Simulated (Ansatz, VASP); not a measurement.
# C in VASP and in Ansatz

The input INCAR:

```
PREC = Accurate
ENCUT = 600
EDIFF = 1E-6
ISMEAR = -1
SIGMA = 0.1
LREAL = F
LASPH = T
NELM = 120
ALGO = Normal
ISIF = 2
LWAVE = F
LCHARG = T
GGA = PS
LELF = T
LVHAR = T
NBANDS = 11
GGA_COMPAT = F
```

KPOINTS

```
Automatic mesh
0
Gamma
  5 5 5
```

Contents of POSCAR:

```
C
1.0
    0.0000000000      1.7833700000      1.7833700000
    1.7833700000      0.0000000000      1.7833700000
    1.7833700000      1.7833700000      0.0000000000
C
2
Direct
   -0.0163311154      0.0109533836     -0.0059971426
    0.2663311154      0.2390466164      0.2559971426
```

Input for Ansatz:

```yaml
crystal:
  lattice:
    - [0.0, 1.78337, 1.78337]
    - [1.78337, 0.0, 1.78337]
    - [1.78337, 1.78337, 0.0]
  atoms:
    - { symbol: C, position: [-0.01633111544710815, 0.010953383626529109, -0.005997142638866083] }
    - { symbol: C, position: [0.2663311154471081, 0.23904661637347094, 0.2559971426388661] }
kpoints:
  mp_grid:
    grid: [5, 5, 5]
hamiltonian:
  xc: pbesol
scf:
  occupations:
    method: fermi_dirac
output:
  forces: true
```

Alike in both runs: task single point; functional PBEsol; k mesh 5 × 5 × 5; no spin polarisation.

|  | VASP | Ansatz |
| --- | --- | --- |
| version | VASP 6.6.1 | Ansatz 0.2.0 |
| potentials or method | VASP PAW PBE potentials, release 64 (C) | plane waves, PAW |
| plane-wave cutoff (eV) | 600 | 420 |
| occupations | fermi-dirac, width 0.1 eV | fermi-dirac |
| valence electrons in the cell | 8 | 8 |

```tsv
	VASP	Ansatz	Ansatz less VASP
rms of the force components (eV/Å)	1.874	1.863	-0.0115
```

VASP's potentials were made for PBE, not for PBEsol. Atom by atom the forces differ by 0.012 eV/Å (rms over components).

The k mesh is coarse, so the values compare programs but aren't converged.
